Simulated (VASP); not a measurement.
# BeS (Fm-3m) in VASP: further runs, part 2 of 3

VASP 6.6.1. Earlier steps stand in the parts before.

## Step 4: Single point, PBE

This run uses another cell than the first one, of 12.44 Å³/atom, 0.974 times its volume.

INCAR reads:

```
PREC = Accurate ; ENCUT = 520
EDIFF = 1E-7 ; ISMEAR = 0
SIGMA = 0.01 ; LREAL = F
LASPH = T ; NELM = 100
ALGO = Normal ; ISIF = 2
LWAVE = F ; LCHARG = T
GGA = PE ; LELF = T
LVHAR = T ; NBANDS = 11
```

KPOINTS reads:

```
regular mesh
0
Gamma
  10 10 10
```

POSCAR reads:

```
BeS
1.0
    0.0000000000      2.3172971949      2.3172971949
    2.3172971949      0.0000000000      2.3172971949
    2.3172971949      2.3172971949      0.0000000000
Be S
1 1
Direct
    0.0000000000      0.0000000000      0.0000000000
    0.5000000000      0.5000000000      0.5000000000
```

Potentials or basis: VASP PAW PBE potentials, release 64 (Be, S).

Command:

```console
> cat potpaw_PBE.64/Be/POTCAR potpaw_PBE.64/S/POTCAR > POTCAR
> mpirun -np 1 vasp_std > vasp.out
```

OUTCAR:

```text
PREC = Accurate
   ENCUT = 520
   EDIFF = 1E-7
   ISMEAR = 0
   LREAL = F
   LASPH = T
   NELM = 100
   ISIF = 2
   GGA = PE

 ion  position               nearest neighbor table
   1  0.000  0.000  0.000-   2 2.32   2 2.32   2 2.32   2 2.32   2 2.32   2 2.32
   2  0.500  0.500  0.500-   1 2.32   1 2.32   1 2.32   1 2.32   1 2.32   1 2.32

  LATTYP: Found a face centered cubic cell.
 ALAT       =     4.6345943898

  Lattice vectors:

 A1 = (   0.0000000000,   2.3172971949,   2.3172971949)
 A2 = (   2.3172971949,   0.0000000000,   2.3172971949)
 A3 = (   2.3172971949,   2.3172971949,   0.0000000000)

Analysis of symmetry for initial positions (statically):
=====================================================================
 Subroutine PRICEL returns:
 Original cell was already a primitive cell.

 Routine SETGRP: Setting up the symmetry group for a
 face centered cubic supercell.

 Subroutine GETGRP returns: Found 48 space group operations
 (whereof 48 operations were pure point group operations)
 out of a pool of 48 trial point group operations.

The static configuration has the point symmetry O_h .

Analysis of symmetry for dynamics (positions and initial velocities):
=====================================================================
 Subroutine PRICEL returns:
 Original cell was already a primitive cell.

 Routine SETGRP: Setting up the symmetry group for a
 face centered cubic supercell.

 Subroutine GETGRP returns: Found 48 space group operations
 (whereof 48 operations were pure point group operations)
 out of a pool of 48 trial point group operations.

The dynamic configuration has the point symmetry O_h .

 Subroutine INISYM returns: Found 48 space group operations
 (whereof 48 operations are pure point group operations),
 and found     1 'primitive' translations

----------------------------------------------------------------------------------------

                                     Primitive cell

  volume of cell :      24.8872

  direct lattice vectors                    reciprocal lattice vectors
     0.000000000  2.317297195  2.317297195    -0.215768612  0.215768612  0.215768612
     2.317297195  0.000000000  2.317297195     0.215768612 -0.215768612  0.215768612
     2.317297195  2.317297195  0.000000000     0.215768612  0.215768612 -0.215768612

  length of vectors
     3.277153121  3.277153121  3.277153121     0.373722199  0.373722199  0.373722199

  position of ions in fractional coordinates (direct lattice)
     0.000000000  0.000000000  0.000000000
     0.500000000  0.500000000  0.500000000

  ion indices of the primitive-cell ions
   primitive index   ion index
                 1           1
                 2           2

----------------------------------------------------------------------------------------

 KPOINTS: regular mesh

Automatic generation of k-mesh.
 Grid dimensions read from file:
 generate k-points for:   10   10   10

 Generating k-lattice:

  Cartesian coordinates                     Fractional coordinates (reciprocal lattice)
    -0.021576861  0.021576861  0.021576861     0.100000000  0.000000000  0.000000000
     0.021576861 -0.021576861  0.021576861     0.000000000  0.100000000  0.000000000
     0.021576861  0.021576861 -0.021576861     0.000000000  0.000000000  0.100000000

  Length of vectors
     0.037372220  0.037372220  0.037372220

  Shift w.r.t. Gamma in fractional coordinates (k-lattice)
     0.000000000  0.000000000  0.000000000

 Subroutine IBZKPT returns following result:
 ===========================================

 Found     47 irreducible k-points:

 Following reciprocal coordinates:
            Coordinates               Weight
  0.000000  0.000000  0.000000      1.000000
  0.100000  0.000000  0.000000      8.000000
  0.200000  0.000000  0.000000      8.000000
  0.300000  0.000000  0.000000      8.000000
  0.400000  0.000000  0.000000      8.000000
  0.500000  0.000000  0.000000      4.000000
[... 16 lines left out ...]
  0.300000  0.300000  0.000000      6.000000
  0.400000  0.300000  0.000000     24.000000
 [... further k-points ...]
   k-points           NKPTS =     47   k-points in BZ     NKDIM =     47   number of bands    NBANDS=     11
   number of dos      NEDOS =    301   number of ions     NIONS =      2
   total plane-waves  NPLWV =  13824
   dimension x,y,z NGX =    24 NGY =   24 NGZ =   24
   dimension x,y,z NGXF=    48 NGYF=   48 NGZF=   48
   ions per type =               1   1
   NGX,Y,Z   is equivalent  to a cutoff of  12.17, 12.17, 12.17 a.u.
   NGXF,Y,Z  is equivalent  to a cutoff of  24.35, 24.35, 24.35 a.u.
 SYSTEM =  unknown system
   PREC   = accura    normal or accurate (medium, high low for compatibility)
   ISTART =      0    job   : 0-new  1-cont  2-samecut
   ICHARG =      2    charge: 1-file 2-atom 10-const
   ISPIN  =      1    spin polarized calculation?
   LNONCOLLINEAR =      F non collinear calculations
   LSORBIT =      F    spin-orbit coupling
   LASPH  =      T    aspherical Exc in radial PAW
   ENCUT  =  520.0 eV  38.22 Ry    6.18 a.u.   6.09  6.09  6.09*2*pi/ulx,y,z
   NELM   =    100;   NELMIN=  2; NELMDL= -5     # of ELM steps
   EDIFF  = 0.1E-06   stopping-criterion for ELM
   LREAL  =      F    real-space projection
   EDIFFG = 0.1E-05   stopping-criterion for IOM
   NSW    =      0    number of steps for IOM
   IBRION =     -1    ionic relax: 0-MD 1-quasi-New 2-CG
   NFREE  =      0    steps in history (QN), initial steepest desc. (CG)
   ISIF   =      2    stress and relaxation
   ISYM   =      2    0-nonsym 1-usesym 2-fastsym
   POTIM  = 0.5000    time-step for ionic-motion
   TEBEG  =    0.0;   TEEND  =   0.0 temperature during run
   PSTRESS=    0.0 pullay stress
   NELECT =       8.0000    total number of electrons
   NUPDOWN=      -1.0000    fix difference up-down
   EMIN   =  10.00;   EMAX   =-10.00  energy-range for DOS
   EFERMI =   0.00;   METHOD = LEGACY
   ISMEAR =     0;   SIGMA  =   0.01  broadening in eV -4-tet -1-fermi 0-gaus
   EFERMI_NEDOS =   21; number of points for ismear=-14 and -15
   IALGO  =     38    algorithm
   IMIX   =      4    mixing-type and parameters
     AMIX     =   0.40;   BMIX     =  1.00
     AMIX_MAG =   1.60;   BMIX_MAG =  1.00
  volume/ion in A,a.u.               =      12.44        83.97
  Fermi-wavevector in a.u.,A,eV,Ry     =   1.121450  2.119232 17.111356  1.257649
  Thomas-Fermi vector in A             =   2.258103
   LORBIT       =      0    0 simple, 1 ext, 2 COOP (PROOUT), +10 PAW based schemes
   GGA     = PE    functional components
   LHFCALC =     F    Hartree Fock is set to
   AEXX    =    0.0000 exact exchange contribution
   IVDW    =     0    specifies the selected vdW correction
   LEPSILON=     F    determine dielectric tensor
   LRPA    =     F    only Hartree local field effects (RPA)
 non-spin polarized calculation
 Gauss-broadening in eV      SIGMA  =   0.01
  energy-cutoff  :      520.00
  volume of cell :       24.89
 maximum number of plane-waves:       692
   NGX = 13   NGY = 13   NGZ = 13

 number of electron       7.9999998 magnetization

 Free energy of the ion-electron system (eV)
  ---------------------------------------------------
  ext. energy  EPLUGINS =         0.00000000
  ---------------------------------------------------
  free energy    TOTEN  =        -8.89454276 eV

  energy without entropy =       -8.89454276  energy(sigma->0) =       -8.89454276

 E-fermi :   6.5930     XC(G=0): -10.6078

 val. band max:        6.5432675382   @ k =  -0.2000   0.1000   0.0000
 cond. band min:       7.5734003229   @ k =   0.5000   0.5000   0.0000
 fundamental gap:      1.0301327847
 Fermi energy:         6.5930255580

 k-point     1 :       0.0000    0.0000    0.0000
  band No.  band energies     occupation
      1      -8.4941      2.00000
      2       6.2941      2.00000
      3       6.2941      2.00000
      4       6.2941      2.00000
      5      11.8781      0.00000
      6      15.4266      0.00000
      7      15.4266      0.00000
      8      15.4266      0.00000
      9      16.1784      0.00000
     10      16.1784      0.00000
     11      16.1784      0.00000
[... 309 lines left out ...]
 k-point    24 :       0.4000    0.3000    0.0000
  band No.  band energies     occupation
      1      -6.2332      2.00000
      2       1.3918      2.00000
      3       3.5646      2.00000
      4       3.9739      2.00000
      5       8.5759      0.00000
      6      12.0430      0.00000
      7      16.3305      0.00000
      8      16.7012      0.00000
      9      18.3430      0.00000
     10      22.1299      0.00000
     11      23.7220      0.00000

 [... further k-points ...]

------------------------ aborting loop because EDIFF is reached ----------------------------------------

  FORCE on cell =-STRESS in cart. coord.  units (eV):
  Direction    XX          YY          ZZ          XY          YZ          ZX
  --------------------------------------------------------------------------------------
  -------------------------------------------------------------------------------------
  Total       -0.0687118     -0.0687118     -0.0687118      0.0000000      0.0000000     -0.0000000
  in kB       -4.4235060     -4.4235060     -4.4235060      0.0000000      0.0000000     -0.0000000
  external PRESSURE =      -4.4235060 kB  Pullay stress =       0.0000000 kB

 VOLUME and BASIS-vectors are now :
 -----------------------------------------------------------------------------
  energy-cutoff  :      520.00
  volume of cell :       24.89
      direct lattice vectors                 reciprocal lattice vectors
     0.000000000  2.317297195  2.317297195    -0.215768612  0.215768612  0.215768612
     2.317297195  0.000000000  2.317297195     0.215768612 -0.215768612  0.215768612
     2.317297195  2.317297195  0.000000000     0.215768612  0.215768612 -0.215768612

 POSITION                                       TOTAL-FORCE (eV/Angst)
 -----------------------------------------------------------------------------------
      0.00000      0.00000      0.00000         0.000000     -0.000000     -0.000000
      2.31730      2.31730      2.31730        -0.000000      0.000000      0.000000
 -----------------------------------------------------------------------------------
    total drift:                               -0.000000     -0.000000      0.000000

  FREE ENERGIE OF THE ION-ELECTRON SYSTEM (eV)
  ---------------------------------------------------
  free  energy   TOTEN  =        -8.8945427589 eV

  energy  without entropy=       -8.8945427589  energy(sigma->0) =       -8.89454276
```

OSZICAR:

```text
N       E                     dE             d eps       ncg     rms          rms(c)
DAV:   1     0.190380070644E+02    0.19038E+02   -0.39057E+03  1034   0.630E+02
DAV:   2    -0.782890023868E+01   -0.26867E+02   -0.25570E+02  1341   0.114E+02
DAV:   3    -0.896396109309E+01   -0.11351E+01   -0.11324E+01  1331   0.227E+01
DAV:   4    -0.897019079192E+01   -0.62297E-02   -0.62288E-02  1318   0.194E+00
DAV:   5    -0.897022762427E+01   -0.36832E-04   -0.36832E-04  1333   0.132E-01    0.637E+00
DAV:   6    -0.889486165090E+01    0.75366E-01   -0.18490E-01  1212   0.178E+00    0.428E+00
DAV:   7    -0.889399197787E+01    0.86967E-03   -0.64153E-02  1312   0.122E+00    0.162E+00
DAV:   8    -0.889454447391E+01   -0.55250E-03   -0.60101E-03  1180   0.371E-01    0.286E-01
DAV:   9    -0.889452828953E+01    0.16184E-04   -0.15402E-04  1207   0.796E-02    0.490E-02
DAV:  10    -0.889454196660E+01   -0.13677E-04   -0.19429E-05  1177   0.264E-02    0.669E-03
DAV:  11    -0.889454278925E+01   -0.82266E-06   -0.41688E-06  1250   0.109E-02    0.304E-03
DAV:  12    -0.889454275885E+01    0.30401E-07   -0.13358E-07  1042   0.251E-03
   1 F= -.88945428E+01 E0= -.88945428E+01  d E =-.239393E-14
```

stdout:

```text
POSCAR found type information on POSCAR BeS
 POSCAR found :  2 types and       2 ions
 scaLAPACK will be used
 LDA part: xc-table for (Slater+PW92), standard interpolation
 POSCAR, INCAR and KPOINTS ok, starting setup
 FFT: planning ... GRIDC
 FFT: planning ... GRID_SOFT
 FFT: planning ... GRID
 WAVECAR not read
 entering main loop
```

Run time: 3.8 s. Hardware: 1 thread of Intel Xeon 6975P-C (Granite Rapids), shared host; peak memory 0.13 GiB.

What came out:

```
Free energy            : -8.8945 eV
Pressure               : -0.4 GPa
Band gap on the k mesh : 1.03 eV, indirect (least direct gap 4.15 eV)
```

Levels at points of the mesh, in eV from the valence-band top:
| k point | band 1 | band 2 | band 3 | band 4 | band 5 | band 6 | band 7 | band 8 |
| --- | --- | --- | --- | --- | --- | --- | --- | --- |
| (0.00, 0.00, 0.00) | -15.04 | -0.25 | -0.25 | -0.25 | 5.33 | 8.88 | 8.88 | 8.88 |
| (0.50, 0.00, 0.00) | -12.78 | -7.16 | -0.46 | -0.46 | 3.99 | 3.99 | 4.18 | 10.23 |
| (0.50, 0.50, 0.00) | -11.74 | -6.72 | -3.12 | -3.12 | 1.03 | 4.39 | 11.82 | 11.82 |

## Step 5: Single point, r2SCAN (volume changed by -6%)

POSCAR reads:

```
BeS
1.0
    0.0000000000      2.2699921419      2.2699921419
    2.2699921419      0.0000000000      2.2699921419
    2.2699921419      2.2699921419      0.0000000000
Be S
1 1
Direct
    0.0000000000      0.0000000000      0.0000000000
    0.5000000000      0.5000000000      0.5000000000
```

INCAR.step1 reads:

```
SYSTEM = BeS
PREC = Accurate ; ENCUT = 520
ISMEAR = 0 ; SIGMA = 0.01
LREAL = .FALSE. ; LASPH = .TRUE.
NELM = 60 ; NBANDS = 11
GGA = PE ; ALGO = Normal
EDIFF = 1E-4 ; LWAVE = .TRUE.
LCHARG = .FALSE.
```

INCAR.step2 reads:

```
SYSTEM = BeS
PREC = Accurate ; ENCUT = 520
EDIFF = 1E-7 ; ISMEAR = 0
SIGMA = 0.01 ; LREAL = .FALSE.
LASPH = .TRUE. ; NELM = 60
ALGO = Normal ; ISIF = 2
LWAVE = .FALSE. ; LCHARG = .FALSE.
METAGGA = R2SCAN ; LMIXTAU = .TRUE.
NBANDS = 11 ; ISTART = 1
```

KPOINTS reads:

```
Automatic mesh
0
G
  8 8 8
  0 0 0
```

Command:

```console
> cat potpaw_PBE.64/Be/POTCAR potpaw_PBE.64/S/POTCAR > POTCAR
> cp INCAR.step1 INCAR
> mpirun -np 1 vasp_std > vasp.out
> cp INCAR.step2 INCAR
> mpirun -np 1 vasp_std > vasp.out
```

It took 12 s on 1 thread of Intel Xeon 6975P-C (Granite Rapids), shared host; peak memory 0.13 GiB.

Results (log left out):

```yaml
Free_energy: -13.5171 eV
Pressure: 7.6 GPa
Band_gap_on_the_k_mesh: 1.37 eV, indirect (least direct gap 4.90 eV)
```

Levels at points of the mesh, in eV from the valence-band top:
```tsv
k point	band 1	band 2	band 3	band 4	band 5	band 6	band 7	band 8
(0.00, 0.00, 0.00)	-16.33	-0.29	-0.29	-0.29	6.98	9.29	9.29	9.29
(0.50, 0.00, 0.00)	-13.74	-7.94	-0.59	-0.59	4.36	4.36	4.96	11.79
(0.50, 0.50, 0.00)	-12.51	-7.49	-3.53	-3.53	1.37	4.56	13.57	13.57
```

Caveat: the cell differs from its parent crystal (volume changed by -6%); the PAW data sets were made with another functional, which shifts forces and pressure a little.

[end of part 2 of 3]
